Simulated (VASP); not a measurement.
# TiAl (P-6m2) in VASP: notebook, part 2 of 2

VASP 6.6.1. The steps go on from the part before.

**3. Single point, r2SCAN**

This run uses another cell than the first one, of 15.65 Å³/atom, 0.922 times its volume.

Contents of POSCAR:

```
TiAl
1.0
    2.8087302532      0.0000000000      0.0000000000
   -1.4043651265      2.4324317516      0.0000000000
    0.0000000000      0.0000000000      4.5825851222
Ti Al
1 1
Direct
    0.0000000000      0.0000000000      0.0000000000
    0.3333333333      0.6666666667      0.5000000000
```

Contents of INCAR.step1:

```
ALGO = Normal ; EDIFF = 1E-4
ENCUT = 520 ; GGA = PE
ISMEAR = -1 ; LASPH = T
LCHARG = F ; LREAL = F
LWAVE = T ; NBANDS = 14
NELM = 60 ; PREC = Accurate
SIGMA = 0.05
```

Contents of INCAR.step2:

```
ALGO = Normal ; EDIFF = 1E-6
ENCUT = 520 ; ISIF = 2
ISMEAR = -1 ; ISTART = 1
LASPH = T ; LCHARG = T
LELF = T ; LMIXTAU = T
LREAL = F ; LVHAR = T
LWAVE = F ; METAGGA = R2SCAN
NBANDS = 14 ; NELM = 60
PREC = Accurate ; SIGMA = 0.05
```

Contents of KPOINTS:

```
k-points
0
Gamma
  11 11 6
```

Potentials or basis: VASP PAW PBE potentials, release 64 (Ti_sv, Al).

Command:

```console
> cat potpaw_PBE.64/Ti_sv/POTCAR potpaw_PBE.64/Al/POTCAR > POTCAR
> cp INCAR.step1 INCAR
> mpirun -np 1 vasp_std > vasp.out
> cp INCAR.step2 INCAR
> mpirun -np 1 vasp_std > vasp.out
```

OUTCAR:

```text
EDIFF = 1E-6
   ENCUT = 520
   ISIF = 2
   ISMEAR = -1
   ISTART = 1
   LASPH = T
   LREAL = F
   METAGGA = R2SCAN
   NELM = 60
   PREC = Accurate

 ion  position               nearest neighbor table
   1  0.000  0.000  0.000-   2 2.81   2 2.81   2 2.81   2 2.81   2 2.81   2 2.81
   2  0.333  0.667  0.500-   1 2.81   1 2.81   1 2.81   1 2.81   1 2.81   1 2.81

  LATTYP: Found a hexagonal cell.
 ALAT       =     2.8087302532
 C/A-ratio  =     1.6315504549

  Lattice vectors:

 A1 = (   2.8087302532,   0.0000000000,   0.0000000000)
 A2 = (  -1.4043651265,   2.4324317516,   0.0000000000)
 A3 = (   0.0000000000,   0.0000000000,   4.5825851222)

Analysis of symmetry for initial positions (statically):
=====================================================================
 Subroutine PRICEL returns:
 Original cell was already a primitive cell.

 Routine SETGRP: Setting up the symmetry group for a
 hexagonal supercell.

 Subroutine GETGRP returns: Found 12 space group operations
 (whereof 12 operations were pure point group operations)
 out of a pool of 24 trial point group operations.

The static configuration has the point symmetry D_3h.

Analysis of symmetry for dynamics (positions and initial velocities):
=====================================================================
 Subroutine PRICEL returns:
 Original cell was already a primitive cell.

 Routine SETGRP: Setting up the symmetry group for a
 hexagonal supercell.

 Subroutine GETGRP returns: Found 12 space group operations
 (whereof 12 operations were pure point group operations)
 out of a pool of 24 trial point group operations.

The dynamic configuration has the point symmetry D_3h.

 Subroutine INISYM returns: Found 12 space group operations
 (whereof 12 operations are pure point group operations),
 and found     1 'primitive' translations

----------------------------------------------------------------------------------------
[... 116 lines left out ...]
  Thomas-Fermi vector in A             =   2.413402
   LORBIT       =      0    0 simple, 1 ext, 2 COOP (PROOUT), +10 PAW based schemes
   METAGGA = R2SCAN    functional components
   LHFCALC =     F    Hartree Fock is set to
   AEXX    =    0.0000 exact exchange contribution
   IVDW    =     0    specifies the selected vdW correction
   LEPSILON=     F    determine dielectric tensor
   LRPA    =     F    only Hartree local field effects (RPA)
 non-spin polarized calculation
  energy-cutoff  :      520.00
  volume of cell :       31.31
 maximum number of plane-waves:       854
 NGX is ok and might be reduce to    24
   NGX = 11   NGY = 11   NGZ = 17

 number of electron      15.0000003 magnetization

 Free energy of the ion-electron system (eV)
  ---------------------------------------------------
  ext. energy  EPLUGINS =         0.00000000
  ---------------------------------------------------
  free energy    TOTEN  =       -20.20523488 eV

  energy without entropy =      -20.18402322  energy(sigma->0) =      -20.19462905

 E-fermi :   8.4542     XC(G=0): -12.0286

 val. band max:        8.4392333317   @ k =   0.2727   0.0000   0.5000
 cond. band min:       8.4554251019   @ k =   0.3636   0.2727   0.3333
 fundamental gap:      0.0161917702
 Fermi energy:         8.4542315558

 k-point     1 :       0.0000    0.0000    0.0000
  band No.  band energies     occupation
      1     -50.2327      2.00000
      2     -25.5204      2.00000
      3     -25.0198      2.00000
      4     -25.0198      2.00000
      5      -1.2687      2.00000
      6       5.9786      2.00000
      7       6.3678      2.00000
      8       9.9883      0.00000
      9       9.9884      0.00000
     10      11.7621      0.00000
     11      11.7621      0.00000
     12      13.0233      0.00000
     13      22.6126      0.00000
     14      22.6126      0.00000
[... 377 lines left out ...]
      1     -50.1725      2.00000
      2     -25.4635      2.00000
      3     -25.3596      2.00000
      4     -25.1117      2.00000
      5       0.4374      2.00000
      6       5.8324      2.00000
      7       7.8610      1.99999
      8       8.8320      0.00105
      9      11.1435      0.00000
     10      11.2273      0.00000
     11      11.3947      0.00000
     12      14.3429      0.00000
     13      15.8754      0.00000
     14      17.6623      0.00000

 [... further k-points ...]
[... 5 lines left out ...]
  --------------------------------------------------------------------------------------
  -------------------------------------------------------------------------------------
  Total        1.3652443      1.3652443      1.1780154      0.0000000      0.0000000      0.0000000
  in kB       69.8650108     69.8650108     60.2837585      0.0000000      0.0000000      0.0000000
  external PRESSURE =      66.6712600 kB  Pullay stress =       0.0000000 kB

 VOLUME and BASIS-vectors are now :
 -----------------------------------------------------------------------------
  energy-cutoff  :      520.00
  volume of cell :       31.31
      direct lattice vectors                 reciprocal lattice vectors
     2.808730253  0.000000000  0.000000000     0.356032766  0.205555613  0.000000000
    -1.404365126  2.432431752  0.000000000     0.000000000  0.411111226  0.000000000
     0.000000000  0.000000000  4.582585122     0.000000000  0.000000000  0.218217441

 POSITION                                       TOTAL-FORCE (eV/Angst)
 -----------------------------------------------------------------------------------
      0.00000      0.00000      0.00000         0.000000     -0.000000      0.000000
     -0.00000      1.62162      2.29129        -0.000000      0.000000      0.000000
 -----------------------------------------------------------------------------------
    total drift:                                0.000002     -0.000001      0.000000

  FREE ENERGIE OF THE ION-ELECTRON SYSTEM (eV)
  ---------------------------------------------------
  free  energy   TOTEN  =       -20.2052348809 eV

  energy  without entropy=      -20.1840232217  energy(sigma->0) =      -20.19462905
```

OUTCAR.step1:

```text
EDIFF = 1E-4
   ENCUT = 520
   GGA = PE
   ISMEAR = -1
   LASPH = T
   LREAL = F
[... 628 lines left out ...]
 -----------------------------------------------------------------------------------
      0.00000      0.00000      0.00000        -0.000000      0.000000      0.000000
     -0.00000      1.62162      2.29129         0.000000      0.000000      0.000000
 -----------------------------------------------------------------------------------
    total drift:                                0.000000     -0.000000      0.000000

  FREE ENERGIE OF THE ION-ELECTRON SYSTEM (eV)
  ---------------------------------------------------
  free  energy   TOTEN  =       -12.0428129368 eV

  energy  without entropy=      -12.0209114445  energy(sigma->0) =      -12.03186219
```

OSZICAR.step1:

```text
N       E                     dE             d eps       ncg     rms          rms(c)
DAV:   1     0.101391788503E+03    0.10139E+03   -0.71550E+03  1792   0.108E+03
DAV:   2    -0.751365574336E+01   -0.10891E+03   -0.10418E+03  1864   0.302E+02
DAV:   3    -0.132868896883E+02   -0.57732E+01   -0.56580E+01  2692   0.674E+01
DAV:   4    -0.134563226217E+02   -0.16943E+00   -0.16922E+00  2066   0.100E+01
DAV:   5    -0.134617068425E+02   -0.53842E-02   -0.53837E-02  2624   0.171E+00    0.966E+00
DAV:   6    -0.123029448908E+02    0.11588E+01   -0.56419E+00  2036   0.295E+01    0.376E+00
DAV:   7    -0.120625573287E+02    0.24039E+00   -0.68288E-01  1972   0.956E+00    0.220E+00
DAV:   8    -0.120468843889E+02    0.15673E-01   -0.15765E-01  2050   0.469E+00    0.845E-01
DAV:   9    -0.120451666473E+02    0.17177E-02   -0.48275E-02  1972   0.316E+00    0.405E-01
DAV:  10    -0.120427342859E+02    0.24324E-02   -0.68105E-03  2064   0.107E+00    0.628E-02
DAV:  11    -0.120428129368E+02   -0.78651E-04   -0.72625E-04  2516   0.261E-01
   1 F= -.12042813E+02 E0= -.12031862E+02  d E =-.219015E-01
```

Wall time 1.8 min (1 thread of Intel Xeon 6975P-C, shared host); peak memory 0.18 GiB.

Results:

```
Free energy : -20.2052 eV
Pressure    : 6.7 GPa
```

Levels at points of the mesh, in eV from the Fermi level:
| k point | band 5 | band 6 | band 7 | band 8 | band 9 | band 10 |
| --- | --- | --- | --- | --- | --- | --- |
| (0.00, 0.00, 0.00) | -9.72 | -2.48 | -2.09 | 1.53 | 1.53 | 3.31 |
| (0.00, 0.00, 0.50) | -8.73 | -5.75 | -0.46 | 1.55 | 1.55 | 3.22 |

Caveat: the PAW data sets were made with another functional, which shifts forces and pressure a little.

**4. Single point, r2SCAN**

This run uses another cell than the first one, of 15.99 Å³/atom, 0.941 times its volume.

Contents of POSCAR:

```
TiAl
1.0
    2.8285106954      0.0000000000      0.0000000000
   -1.4142553477      2.4495621171      0.0000000000
    0.0000000000      0.0000000000      4.6148579117
Ti Al
1 1
Direct
    0.0000000000      0.0000000000      0.0000000000
    0.3333333333      0.6666666667      0.5000000000
```

Contents of INCAR.step1:

```
SYSTEM = TiAl
PREC     = Accurate       ! precision mode
ENCUT    = 520            ! plane-wave cutoff, eV
ISMEAR   = -1             ! smearing method
SIGMA    = 0.05           ! smearing width, eV
LREAL    = .False.        ! projectors in reciprocal space
LASPH    = .True.         ! aspherical terms in the spheres
NELM     = 60             ! most SCF steps
NBANDS   = 14             ! bands
GGA      = PE             ! functional
ALGO     = Normal         ! electronic algorithm
EDIFF    = 1E-4           ! SCF threshold, eV
LWAVE    = .True.         ! write WAVECAR
LCHARG   = .False.        ! write CHGCAR
```

Contents of INCAR.step2:

```
SYSTEM = TiAl
PREC     = Accurate       ! precision mode
ENCUT    = 520            ! plane-wave cutoff, eV
EDIFF    = 1E-7           ! SCF threshold, eV
ISMEAR   = -1             ! smearing method
SIGMA    = 0.05           ! smearing width, eV
LREAL    = .False.        ! projectors in reciprocal space
LASPH    = .True.         ! aspherical terms in the spheres
NELM     = 60             ! most SCF steps
ALGO     = Normal         ! electronic algorithm
ISIF     = 2              ! what is computed and relaxed
LWAVE    = .False.        ! write WAVECAR
LCHARG   = .False.        ! write CHGCAR
METAGGA  = R2SCAN         ! meta-GGA
LMIXTAU  = .True.       
NBANDS   = 14             ! bands
ISTART   = 1
```

Contents of KPOINTS:

```
Automatic mesh
0
Gamma
  11 11 6
  0 0 0
```

Command:

```console
> cat potpaw_PBE.64/Ti_sv/POTCAR potpaw_PBE.64/Al/POTCAR > POTCAR
> cp INCAR.step1 INCAR
> mpirun -np 1 vasp_std > vasp.out
> cp INCAR.step2 INCAR
> mpirun -np 1 vasp_std > vasp.out
```

It took 1.9 min on 1 thread of Intel Xeon 6975P-C, shared host; peak memory 0.18 GiB.

It converged, with:

| Item | Value |
| --- | --- |
| Free energy | -20.2273 eV |
| Pressure | 3.9 GPa |

Stress tensor (GPa, compression positive):
```
4.37 0.00 0.00
0.00 4.37 0.00
0.00 0.00 2.88
```

Levels at points of the mesh, in eV from the Fermi level:
```csv
k point,band 4,band 5,band 6,band 7,band 8,band 9,band 10,band 11
"(0.00, 0.00, 0.00)",-33.55,-9.62,-2.45,-2.08,1.51,1.51,3.23,3.23
"(0.00, 0.00, 0.50)",-33.55,-8.64,-5.70,-0.44,1.52,1.52,3.15,3.15
```

Caveat: the PAW data sets were made with another functional, which shifts forces and pressure a little.

**5. Single point, r2SCAN**

This run uses another cell than the first one, of 16.32 Å³/atom, 0.961 times its volume.

Contents of POSCAR:

```
TiAl
1.0
    2.8480182822      0.0000000000      0.0000000000
   -1.4240091410      2.4664561828      0.0000000000
    0.0000000000      0.0000000000      4.6466855238
Ti Al
1 1
Direct
    0.0000000000      0.0000000000      0.0000000000
    0.3333333333      0.6666666667      0.5000000000
```

Contents of INCAR.step1:

```
PREC     = Accurate       # precision mode
ENCUT    = 520            # plane-wave cutoff, eV
ISMEAR   = -1             # smearing method
SIGMA    = 0.05           # smearing width, eV
LREAL    = False          # projectors in reciprocal space
LASPH    = True           # aspherical terms in the spheres
NELM     = 80             # most SCF steps
NBANDS   = 14             # bands
GGA      = PE             # functional
ALGO     = Normal         # electronic algorithm
EDIFF    = 1E-4           # SCF threshold, eV
LWAVE    = True           # write WAVECAR
LCHARG   = False          # write CHGCAR
```

Contents of INCAR.step2:

```
PREC     = Accurate       # precision mode
ENCUT    = 520            # plane-wave cutoff, eV
EDIFF    = 1E-7           # SCF threshold, eV
ISMEAR   = -1             # smearing method
SIGMA    = 0.05           # smearing width, eV
LREAL    = False          # projectors in reciprocal space
LASPH    = True           # aspherical terms in the spheres
NELM     = 80             # most SCF steps
ALGO     = Normal         # electronic algorithm
ISIF     = 2              # what is computed and relaxed
LWAVE    = False          # write WAVECAR
LCHARG   = False          # write CHGCAR
METAGGA  = R2SCAN         # meta-GGA
LMIXTAU  = True         
NBANDS   = 14             # bands
ISTART   = 1
```

Contents of KPOINTS:

```
regular mesh
0
Gamma
  11 11 6
```

Command:

```console
> cat potpaw_PBE.64/Ti_sv/POTCAR potpaw_PBE.64/Al/POTCAR > POTCAR
> cp INCAR.step1 INCAR
> mpirun -np 1 vasp_std > vasp.out
> cp INCAR.step2 INCAR
> mpirun -np 1 vasp_std > vasp.out
```

Run time: 1.8 min. Hardware: 1 thread of Intel Xeon 6975P-C, shared host; peak memory 0.18 GiB.

The run converged. Its results:

```
Free energy : -20.2382 eV
Pressure    : 1.3 GPa
```

Stress tensor (GPa, compression positive):
```
1.98 0.00 0.00
0.00 1.98 0.00
0.00 0.00 0.04
```

Levels at points of the mesh, in eV from the Fermi level:
| k point | band 3 | band 4 | band 5 | band 6 | band 7 | band 8 | band 9 | band 10 | band 11 | band 12 |
| --- | --- | --- | --- | --- | --- | --- | --- | --- | --- | --- |
| (0.00, 0.00, 0.00) | -33.62 | -33.62 | -9.51 | -2.43 | -2.06 | 1.48 | 1.48 | 3.16 | 3.16 | 4.35 |
| (0.00, 0.00, 0.50) | -33.62 | -33.62 | -8.56 | -5.65 | -0.42 | 1.49 | 1.49 | 3.08 | 3.08 | 7.21 |

Caveat: the PAW data sets were made with another functional, which shifts forces and pressure a little.

**6. Single point, r2SCAN**

This run uses another cell than the first one, of 16.65 Å³/atom, 0.980 times its volume.

Contents of POSCAR:

```
TiAl
1.0
    2.8672622327      0.0000000000      0.0000000000
   -1.4336311163      2.4831219328      0.0000000000
    0.0000000000      0.0000000000      4.6780830000
Ti Al
1 1
Direct
    0.0000000000      0.0000000000      0.0000000000
    0.3333333333      0.6666666667      0.5000000000
```

Contents of INCAR.step1:

```
PREC = Accurate
ENCUT = 520
ISMEAR = -1
SIGMA = 0.05
LREAL = F
LASPH = T
NELM = 60
NBANDS = 14
GGA = PE
ALGO = Normal
EDIFF = 1E-4
LWAVE = T
LCHARG = F
```

Contents of INCAR.step2:

```
PREC = Accurate
ENCUT = 520
EDIFF = 1E-6
ISMEAR = -1
SIGMA = 0.05
LREAL = F
LASPH = T
NELM = 60
ALGO = Normal
ISIF = 2
LWAVE = F
LCHARG = T
METAGGA = R2SCAN
LMIXTAU = T
LELF = T
LVHAR = T
NBANDS = 14
ISTART = 1
```

KPOINTS is that of step 5.

Potentials or basis: VASP PAW PBE potentials, release 64 (Ti_sv, Al).

Command:

```console
> cat potpaw_PBE.64/Ti_sv/POTCAR potpaw_PBE.64/Al/POTCAR > POTCAR
> cp INCAR.step1 INCAR
> mpirun -np 1 vasp_std > vasp.out
> cp INCAR.step2 INCAR
> mpirun -np 1 vasp_std > vasp.out
```

It took 2 min on 1 thread of Intel Xeon 6975P-C, shared host; peak memory 0.18 GiB.

The run converged. Its results:

```yaml
Free_energy: -20.2391 eV
Pressure: -1.0 GPa
```

Stress tensor (GPa, compression positive):
```
-0.21  0.00  0.00
 0.00 -0.21  0.00
 0.00  0.00 -2.52
```

Levels at points of the mesh, in eV from the Fermi level:
```csv
k point,band 4,band 5,band 6,band 7,band 8,band 9,band 10,band 11
"(0.00, 0.00, 0.00)",-33.69,-9.41,-2.41,-2.05,1.45,1.45,3.08,3.08
"(0.00, 0.00, 0.50)",-33.69,-8.48,-5.60,-0.40,1.47,1.47,3.01,3.01
```

Caveat: the PAW data sets were made with another functional, which shifts forces and pressure a little.

**7. Summary**

```tsv
level	potentials or basis	cell	gap on the mesh (eV)	pressure (GPa)
LDA	VASP PAW LDA potentials, release 64 (Ti_sv, Al)	a = 2.886, b = 2.886, c = 4.709 Å, angles 90.0, 90.0, 120.0°, 2 atoms	none	-7.8
r2SCAN	VASP PAW PBE potentials, release 64 (Ti_sv, Al)	a = 2.809, b = 2.809, c = 4.583 Å, angles 90.0, 90.0, 120.0°, 2 atoms	none	6.7
r2SCAN	VASP PAW PBE potentials, release 64 (Ti_sv, Al)	a = 2.829, b = 2.829, c = 4.615 Å, angles 90.0, 90.0, 120.0°, 2 atoms	none	3.9
r2SCAN	VASP PAW PBE potentials, release 64 (Ti_sv, Al)	a = 2.848, b = 2.848, c = 4.647 Å, angles 90.0, 90.0, 120.0°, 2 atoms	none	1.3
r2SCAN	VASP PAW PBE potentials, release 64 (Ti_sv, Al)	a = 2.867, b = 2.867, c = 4.678 Å, angles 90.0, 90.0, 120.0°, 2 atoms	none	-1.0
```

Alike in all rows: task single point; no spin polarisation; k mesh 11 × 11 × 6; cutoff (eV) 520; smearing fermi-dirac 0.05 eV.

Caveats: the PAW data sets were made with another functional, which shifts forces and pressure a little (some runs).

Absolute energies hang on the potentials; compare differences alone.
